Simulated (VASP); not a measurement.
# SnO (P6_3mc) in VASP: further runs

Runs on SnO. Level: r2SCAN. Tasks: single point.

Program: VASP 6.6.1. These are calculated values, not measurements. Logs are shortened: lines on timing, memory, paths and dates and some standing lists are left out, and cuts for length are marked.

## Step 1: The cell of the first run

It takes space group P6_3mc (No. 186, hexagonal). The conventional cell has a = 3.298 Å, b = 3.298 Å, c = 9.216 Å, α = 90.00°, β = 90.00°, γ = 120.00°. Sn (site symmetry 3m) has 3 O at 2.16 Å within 2.9 Å. O (site symmetry 3m) has 3 Sn at 2.16 Å within 2.9 Å.

## Step 2: Single point, r2SCAN

The input, POSCAR:

```
SnO
1.0
    3.2981563295      0.0000000000      0.0000000000
   -1.6490781648      2.8562871670      0.0000000000
    0.0000000000      0.0000000000      9.2163704110
Sn O
2 2
Direct
    0.3333333333      0.6666666667     -0.0066374703
    0.6666666667      0.3333333333      0.4933625297
    0.3333333333      0.6666666667      0.3816374703
    0.6666666667      0.3333333333      0.8816374703
```

The input, INCAR.step1:

```
SYSTEM = SnO
PREC     = Accurate       ! precision mode
ENCUT    = 520            ! plane-wave cutoff, eV
ISMEAR   = 0              ! smearing method
SIGMA    = 0.01           ! smearing width, eV
LREAL    = .False.        ! projectors in reciprocal space
LASPH    = .True.         ! aspherical terms in the spheres
NELM     = 60             ! most SCF steps
NBANDS   = 28             ! bands
GGA      = PE             ! functional
ALGO     = Normal         ! electronic algorithm
EDIFF    = 1E-4           ! SCF threshold, eV
LWAVE    = .True.         ! write WAVECAR
LCHARG   = .False.        ! write CHGCAR
```

The input, INCAR.step2:

```
SYSTEM = SnO
PREC     = Accurate       ! precision mode
ENCUT    = 520            ! plane-wave cutoff, eV
EDIFF    = 1E-6           ! SCF threshold, eV
ISMEAR   = 0              ! smearing method
SIGMA    = 0.01           ! smearing width, eV
LREAL    = .False.        ! projectors in reciprocal space
LASPH    = .True.         ! aspherical terms in the spheres
NELM     = 60             ! most SCF steps
ALGO     = Normal         ! electronic algorithm
ISIF     = 2              ! what is computed and relaxed
LWAVE    = .False.        ! write WAVECAR
LCHARG   = .False.        ! write CHGCAR
METAGGA  = R2SCAN         ! meta-GGA
LMIXTAU  = .True.       
NBANDS   = 28             ! bands
ISTART   = 1
```

The input, KPOINTS:

```
regular mesh
0
Gamma
  9 9 2
  0 0 0
```

Potentials or basis: VASP PAW PBE potentials, release 64 (Sn_d, O).

On the command line:

```console
cat potpaw_PBE.64/Sn_d/POTCAR potpaw_PBE.64/O/POTCAR > POTCAR
cp INCAR.step1 INCAR
mpirun -np 1 vasp_std > vasp.out
cp INCAR.step2 INCAR
mpirun -np 1 vasp_std > vasp.out
```

OUTCAR:

```text
SYSTEM = SnO
   PREC = Accurate
   ENCUT = 520
   EDIFF = 1E-6
   ISMEAR = 0
   LREAL = .False.
   LASPH = .True.
   NELM = 60
   ISIF = 2
   METAGGA = R2SCAN
   ISTART = 1

 ion  position               nearest neighbor table
   1  0.333  0.667  0.993-   4 2.16   4 2.16   4 2.16
   2  0.667  0.333  0.493-   3 2.16   3 2.16   3 2.16
   3  0.333  0.667  0.382-   2 2.16   2 2.16   2 2.16
   4  0.667  0.333  0.882-   1 2.16   1 2.16   1 2.16

  LATTYP: Found a hexagonal cell.
 ALAT       =     3.2981563295
 C/A-ratio  =     2.7944007167

  Lattice vectors:

 A1 = (   3.2981563295,   0.0000000000,   0.0000000000)
 A2 = (  -1.6490781648,   2.8562871670,   0.0000000000)
 A3 = (   0.0000000000,   0.0000000000,   9.2163704110)

Analysis of symmetry for initial positions (statically):
=====================================================================
 Subroutine PRICEL returns:
 Original cell was already a primitive cell.

 Routine SETGRP: Setting up the symmetry group for a
 hexagonal supercell.

 Subroutine GETGRP returns: Found 12 space group operations
 (whereof  6 operations were pure point group operations)
 out of a pool of 24 trial point group operations.

The static configuration has the point symmetry C_3v.
 The point group associated with its full space group is C_6v.

Analysis of symmetry for dynamics (positions and initial velocities):
=====================================================================
 Subroutine PRICEL returns:
 Original cell was already a primitive cell.

 Routine SETGRP: Setting up the symmetry group for a
 hexagonal supercell.

 Subroutine GETGRP returns: Found 12 space group operations
 (whereof  6 operations were pure point group operations)
 out of a pool of 24 trial point group operations.

The dynamic configuration has the point symmetry C_3v.
 The point group associated with its full space group is C_6v.

 Subroutine INISYM returns: Found 12 space group operations
 (whereof  6 operations are pure point group operations),
 and found     1 'primitive' translations

----------------------------------------------------------------------------------------

                                     Primitive cell

  volume of cell :      86.8226
[... 87 lines left out ...]
   LNONCOLLINEAR =      F non collinear calculations
   LSORBIT =      F    spin-orbit coupling
   LASPH  =      T    aspherical Exc in radial PAW
   ENCUT  =  520.0 eV  38.22 Ry    6.18 a.u.   6.13  6.13 17.14*2*pi/ulx,y,z
   NELM   =     60;   NELMIN=  2; NELMDL=  0     # of ELM steps
   EDIFF  = 0.1E-05   stopping-criterion for ELM
   LREAL  =      F    real-space projection
   EDIFFG = 0.1E-04   stopping-criterion for IOM
   NSW    =      0    number of steps for IOM
   IBRION =     -1    ionic relax: 0-MD 1-quasi-New 2-CG
   NFREE  =      0    steps in history (QN), initial steepest desc. (CG)
   ISIF   =      2    stress and relaxation
   ISYM   =      2    0-nonsym 1-usesym 2-fastsym
   POTIM  = 0.5000    time-step for ionic-motion
   TEBEG  =    0.0;   TEEND  =   0.0 temperature during run
   PSTRESS=    0.0 pullay stress
   NELECT =      40.0000    total number of electrons
   NUPDOWN=      -1.0000    fix difference up-down
   EMIN   =  10.00;   EMAX   =-10.00  energy-range for DOS
   EFERMI =   0.00;   METHOD = LEGACY
   ISMEAR =     0;   SIGMA  =   0.01  broadening in eV -4-tet -1-fermi 0-gaus
   EFERMI_NEDOS =   21; number of points for ismear=-14 and -15
   IALGO  =     38    algorithm
   IMIX   =      4    mixing-type and parameters
     AMIX     =   0.40;   BMIX     =  1.00
     AMIX_MAG =   1.60;   BMIX_MAG =  1.00
  volume/ion in A,a.u.               =      21.71       146.48
  Fermi-wavevector in a.u.,A,eV,Ry     =   1.264398  2.389366 21.751667  1.598702
  Thomas-Fermi vector in A             =   2.397705
   LORBIT       =      0    0 simple, 1 ext, 2 COOP (PROOUT), +10 PAW based schemes
   METAGGA = R2SCAN    functional components
   LHFCALC =     F    Hartree Fock is set to
   AEXX    =    0.0000 exact exchange contribution
   IVDW    =     0    specifies the selected vdW correction
   LEPSILON=     F    determine dielectric tensor
   LRPA    =     F    only Hartree local field effects (RPA)
 non-spin polarized calculation
 Gauss-broadening in eV      SIGMA  =   0.01
  energy-cutoff  :      520.00
  volume of cell :       86.82
 maximum number of plane-waves:      2376
 NGX is ok and might be reduce to    28
   NGX = 13   NGY = 13   NGZ = 35

 number of electron      39.9999994 magnetization

 Free energy of the ion-electron system (eV)
  ---------------------------------------------------
  ext. energy  EPLUGINS =         0.00000000
  ---------------------------------------------------
  free energy    TOTEN  =       -65.34926193 eV

  energy without entropy =      -65.34926193  energy(sigma->0) =      -65.34926193

 E-fermi :   3.8685     XC(G=0):  -9.5886

 val. band max:        3.7238638143   @ k =   0.3333   0.3333   0.0000
 cond. band min:       5.3745495073   @ k =   0.0000   0.0000   0.0000
 fundamental gap:      1.6506856930
 Fermi energy:         3.8685311552

 k-point     1 :       0.0000    0.0000    0.0000
  band No.  band energies     occupation
      1     -17.8592      2.00000
      2     -17.8592      2.00000
      3     -17.8591      2.00000
      4     -17.8591      2.00000
      5     -17.8572      2.00000
      6     -17.8512      2.00000
[... 733 lines left out ...]
     27      13.2619      0.00000
     28      13.2619      0.00000

------------------------ aborting loop because EDIFF is reached ----------------------------------------

  FORCE on cell =-STRESS in cart. coord.  units (eV):
  Direction    XX          YY          ZZ          XY          YZ          ZX
  --------------------------------------------------------------------------------------
  -------------------------------------------------------------------------------------
  Total        0.2987856      0.2987856      0.1600951     -0.0000000      0.0000000     -0.0000000
  in kB        5.5136244      5.5136244      2.9543073     -0.0000000      0.0000000     -0.0000000
  external PRESSURE =       4.6605187 kB  Pullay stress =       0.0000000 kB

 VOLUME and BASIS-vectors are now :
 -----------------------------------------------------------------------------
  energy-cutoff  :      520.00
  volume of cell :       86.82
      direct lattice vectors                 reciprocal lattice vectors
     3.298156329  0.000000000  0.000000000     0.303199697  0.175052427  0.000000000
    -1.649078165  2.856287167  0.000000000     0.000000000  0.350104853  0.000000000
     0.000000000  0.000000000  9.216370411     0.000000000  0.000000000  0.108502583

 POSITION                                       TOTAL-FORCE (eV/Angst)
 -----------------------------------------------------------------------------------
     -0.00000      1.90419      9.15520        -0.000000     -0.000000      0.109579
      1.64908      0.95210      4.54701         0.000000      0.000000      0.109579
     -0.00000      1.90419      3.51731         0.000000     -0.000000     -0.109579
      1.64908      0.95210      8.12550         0.000000      0.000000     -0.109579
 -----------------------------------------------------------------------------------
    total drift:                               -0.000000      0.000000     -0.002200

  FREE ENERGIE OF THE ION-ELECTRON SYSTEM (eV)
  ---------------------------------------------------
  free  energy   TOTEN  =       -65.3492619324 eV

  energy  without entropy=      -65.3492619324  energy(sigma->0) =      -65.34926193
```

OUTCAR.step1:

```text
SYSTEM = SnO
   PREC = Accurate
   ENCUT = 520
   ISMEAR = 0
   LREAL = .False.
   LASPH = .True.
   NELM = 60
[... 972 lines left out ...]
      1.64908      0.95210      4.54701        -0.000000     -0.000000      0.509633
     -0.00000      1.90419      3.51731        -0.000000      0.000000     -0.509633
      1.64908      0.95210      8.12550         0.000000     -0.000000     -0.509633
 -----------------------------------------------------------------------------------
    total drift:                               -0.000000      0.000000      0.000155

  FREE ENERGIE OF THE ION-ELECTRON SYSTEM (eV)
  ---------------------------------------------------
  free  energy   TOTEN  =       -21.4179513698 eV

  energy  without entropy=      -21.4179513698  energy(sigma->0) =      -21.41795137
```

OSZICAR.step1:

```text
N       E                     dE             d eps       ncg     rms          rms(c)
DAV:   1     0.437798369462E+03    0.43780E+03   -0.20440E+04  1380   0.202E+03
DAV:   2     0.467995062232E+02   -0.39100E+03   -0.37609E+03  1400   0.523E+02
DAV:   3    -0.216700906165E+02   -0.68470E+02   -0.67075E+02  1548   0.188E+02
DAV:   4    -0.252815831988E+02   -0.36115E+01   -0.35881E+01  1620   0.471E+01
DAV:   5    -0.253661367641E+02   -0.84554E-01   -0.84540E-01  1444   0.767E+00    0.120E+01
DAV:   6    -0.216232946737E+02    0.37428E+01   -0.18687E+01  2024   0.500E+01    0.623E+00
DAV:   7    -0.214429189004E+02    0.18038E+00   -0.25872E+00  1456   0.103E+01    0.268E+00
DAV:   8    -0.214230096046E+02    0.19909E-01   -0.40006E-01  1568   0.395E+00    0.939E-01
DAV:   9    -0.214163956135E+02    0.66140E-02   -0.41896E-02  2064   0.209E+00    0.320E-01
DAV:  10    -0.214189144788E+02   -0.25189E-02   -0.12092E-02  1712   0.106E+00    0.234E-01
DAV:  11    -0.214178924681E+02    0.10220E-02   -0.47792E-03  2052   0.664E-01    0.340E-02
DAV:  12    -0.214179513698E+02   -0.58902E-04   -0.62572E-04  1312   0.161E-01
   1 F= -.21417951E+02 E0= -.21417951E+02  d E =-.160944E-89
```

Wall time 3.6 min (1 thread of Intel Xeon 6975P-C (Granite Rapids), shared host); peak memory 0.26 GiB.

Results:

```yaml
Free_energy: -65.3493 eV
Pressure: 0.5 GPa
Largest_force: 0.110 eV/Å
Band_gap_on_the_k_mesh: 1.65 eV, indirect (least direct gap 2.02 eV)
```

Forces in eV/Å, atoms in the order of the input:
```
Sn   0.000  0.000  0.110
Sn   0.000  0.000  0.110
O    0.000  0.000 -0.110
O    0.000  0.000 -0.110
```

Stress tensor (GPa, compression positive):
```
0.55 0.00 0.00
0.00 0.55 0.00
0.00 0.00 0.30
```

Caveat: the PAW data sets were made with another functional, which shifts forces and pressure a little; spin-orbit coupling is left out, which moves the levels of the heavy elements. A k mesh can miss the band edges.

## Step 3: Single point, r2SCAN (volume changed by +3%)

The input, POSCAR:

```
SnO
1.0
    3.3308134665      0.0000000000      0.0000000000
   -1.6654067333      2.8845690773      0.0000000000
    0.0000000000      0.0000000000      9.3076275380
Sn O
2 2
Direct
    0.3333333333      0.6666666667     -0.0066374703
    0.6666666667      0.3333333333      0.4933625297
    0.3333333333      0.6666666667      0.3816374703
    0.6666666667      0.3333333333      0.8816374703
```

The input, INCAR.step1:

```
SYSTEM = SnO
PREC = Accurate
ENCUT = 520
ISMEAR = 0
SIGMA = 0.01
LREAL = .FALSE.
LASPH = .TRUE.
NELM = 60
NBANDS = 28
GGA = PE
ALGO = Normal
EDIFF = 1E-4
LWAVE = .TRUE.
LCHARG = .FALSE.
```

The input, INCAR.step2:

```
SYSTEM = SnO
PREC = Accurate
ENCUT = 520
EDIFF = 1E-6
ISMEAR = 0
SIGMA = 0.01
LREAL = .FALSE.
LASPH = .TRUE.
NELM = 60
ALGO = Normal
ISIF = 2
LWAVE = .FALSE.
LCHARG = .TRUE.
METAGGA = R2SCAN
LMIXTAU = .TRUE.
LELF = .TRUE.
LVHAR = .TRUE.
NBANDS = 28
ISTART = 1
```

The input, KPOINTS:

```
Automatic mesh
0
G
  9 9 2
  0 0 0
```

Potentials or basis: VASP PAW PBE potentials, release 64 (Sn_d, O).

On the command line:

```console
cat potpaw_PBE.64/Sn_d/POTCAR potpaw_PBE.64/O/POTCAR > POTCAR
cp INCAR.step1 INCAR
mpirun -np 1 vasp_std > vasp.out
cp INCAR.step2 INCAR
mpirun -np 1 vasp_std > vasp.out
```

OUTCAR:

```text
SYSTEM = SnO
   PREC = Accurate
   ENCUT = 520
   EDIFF = 1E-6
   ISMEAR = 0
   LREAL = .FALSE.
   LASPH = .TRUE.
   NELM = 60
   ISIF = 2
   METAGGA = R2SCAN
   ISTART = 1

 ion  position               nearest neighbor table
   1  0.333  0.667  0.993-   4 2.19   4 2.19   4 2.19
   2  0.667  0.333  0.493-   3 2.19   3 2.19   3 2.19
   3  0.333  0.667  0.382-   2 2.19   2 2.19   2 2.19
   4  0.667  0.333  0.882-   1 2.19   1 2.19   1 2.19

  LATTYP: Found a hexagonal cell.
 ALAT       =     3.3308134665
 C/A-ratio  =     2.7944007167

  Lattice vectors:

 A1 = (   3.3308134665,   0.0000000000,   0.0000000000)
 A2 = (  -1.6654067333,   2.8845690773,   0.0000000000)
 A3 = (   0.0000000000,   0.0000000000,   9.3076275380)

Analysis of symmetry for initial positions (statically):
=====================================================================
 Subroutine PRICEL returns:
 Original cell was already a primitive cell.

 Routine SETGRP: Setting up the symmetry group for a
 hexagonal supercell.

 Subroutine GETGRP returns: Found 12 space group operations
 (whereof  6 operations were pure point group operations)
 out of a pool of 24 trial point group operations.

The static configuration has the point symmetry C_3v.
 The point group associated with its full space group is C_6v.

Analysis of symmetry for dynamics (positions and initial velocities):
=====================================================================
 Subroutine PRICEL returns:
 Original cell was already a primitive cell.

 Routine SETGRP: Setting up the symmetry group for a
 hexagonal supercell.

 Subroutine GETGRP returns: Found 12 space group operations
 (whereof  6 operations were pure point group operations)
 out of a pool of 24 trial point group operations.
[... 119 lines left out ...]
   EFERMI =   0.00;   METHOD = LEGACY
   ISMEAR =     0;   SIGMA  =   0.01  broadening in eV -4-tet -1-fermi 0-gaus
   EFERMI_NEDOS =   21; number of points for ismear=-14 and -15
   IALGO  =     38    algorithm
   IMIX   =      4    mixing-type and parameters
     AMIX     =   0.40;   BMIX     =  1.00
     AMIX_MAG =   1.60;   BMIX_MAG =  1.00
  volume/ion in A,a.u.               =      22.36       150.87
  Fermi-wavevector in a.u.,A,eV,Ry     =   1.252001  2.365939 21.327227  1.567507
  Thomas-Fermi vector in A             =   2.385922
   LORBIT       =      0    0 simple, 1 ext, 2 COOP (PROOUT), +10 PAW based schemes
   METAGGA = R2SCAN    functional components
   LHFCALC =     F    Hartree Fock is set to
   AEXX    =    0.0000 exact exchange contribution
   IVDW    =     0    specifies the selected vdW correction
   LEPSILON=     F    determine dielectric tensor
   LRPA    =     F    only Hartree local field effects (RPA)
 non-spin polarized calculation
 Gauss-broadening in eV      SIGMA  =   0.01
  energy-cutoff  :      520.00
  volume of cell :       89.43
 maximum number of plane-waves:      2435
 NGX is ok and might be reduce to    28
   NGX = 13   NGY = 13   NGZ = 35

 number of electron      40.0000010 magnetization

 Free energy of the ion-electron system (eV)
  ---------------------------------------------------
  ext. energy  EPLUGINS =         0.00000000
  ---------------------------------------------------
  free energy    TOTEN  =       -65.34301303 eV

  energy without entropy =      -65.34301303  energy(sigma->0) =      -65.34301303

 E-fermi :   3.4064     XC(G=0):  -9.4380

 val. band max:        3.3621151598   @ k =   0.3333   0.3333   0.0000
 cond. band min:       5.0632137977   @ k =   0.0000   0.0000   0.0000
 fundamental gap:      1.7010986378
 Fermi energy:         3.4064295568

 k-point     1 :       0.0000    0.0000    0.0000
  band No.  band energies     occupation
      1     -18.1204      2.00000
      2     -18.1204      2.00000
      3     -18.1204      2.00000
      4     -18.1204      2.00000
      5     -18.1039      2.00000
      6     -18.0994      2.00000
[... 733 lines left out ...]
     27      12.9285      0.00000
     28      12.9285      0.00000

------------------------ aborting loop because EDIFF is reached ----------------------------------------

  FORCE on cell =-STRESS in cart. coord.  units (eV):
  Direction    XX          YY          ZZ          XY          YZ          ZX
  --------------------------------------------------------------------------------------
  -------------------------------------------------------------------------------------
  Total       -0.9292150     -0.9292150     -0.5978930      0.0000000      0.0000000      0.0000000
  in kB      -16.6477888    -16.6477888    -10.7118331      0.0000000      0.0000000      0.0000000
  external PRESSURE =     -14.6691369 kB  Pullay stress =       0.0000000 kB

 VOLUME and BASIS-vectors are now :
 -----------------------------------------------------------------------------
  energy-cutoff  :      520.00
  volume of cell :       89.43
      direct lattice vectors                 reciprocal lattice vectors
     3.330813466  0.000000000  0.000000000     0.300226960  0.173336116  0.000000000
    -1.665406733  2.884569077  0.000000000     0.000000000  0.346672232  0.000000000
     0.000000000  0.000000000  9.307627538     0.000000000  0.000000000  0.107438764

 POSITION                                       TOTAL-FORCE (eV/Angst)
 -----------------------------------------------------------------------------------
     -0.00000      1.92305      9.24585         0.000000     -0.000000     -0.183990
      1.66541      0.96152      4.59203        -0.000000      0.000000     -0.183990
     -0.00000      1.92305      3.55214        -0.000000      0.000000      0.183990
      1.66541      0.96152      8.20595        -0.000000     -0.000000      0.183990
 -----------------------------------------------------------------------------------
    total drift:                               -0.000000      0.000000      0.001282

  FREE ENERGIE OF THE ION-ELECTRON SYSTEM (eV)
  ---------------------------------------------------
  free  energy   TOTEN  =       -65.3430130334 eV

  energy  without entropy=      -65.3430130334  energy(sigma->0) =      -65.34301303
```

Wall time 4.6 min (1 thread of Intel Xeon 6975P-C (Granite Rapids), shared host); peak memory 0.25 GiB.

What came out:

* Free energy: -65.3430 eV
* Pressure: -1.5 GPa
* Largest force: 0.184 eV/Å
* Band gap on the k mesh: 1.70 eV, indirect (least direct gap 2.07 eV)

Forces on the atoms (eV/Å):
```
Sn   0.000  0.000 -0.184
Sn   0.000  0.000 -0.184
O    0.000  0.000  0.184
O    0.000  0.000  0.184
```

Levels at points of the mesh, in eV from the valence-band top:
```tsv
k point	band 18	band 19	band 20	band 21	band 22	band 23
(0.00, 0.00, 0.00)	-2.68	-2.11	-0.98	1.70	3.07	7.95
(0.00, 0.00, 0.50)	-2.69	-1.59	-1.59	2.39	2.39	9.03
```

Caveat: the PAW data sets were made with another functional, which shifts forces and pressure a little; spin-orbit coupling is left out, which moves the levels of the heavy elements. A k mesh can miss the band edges.
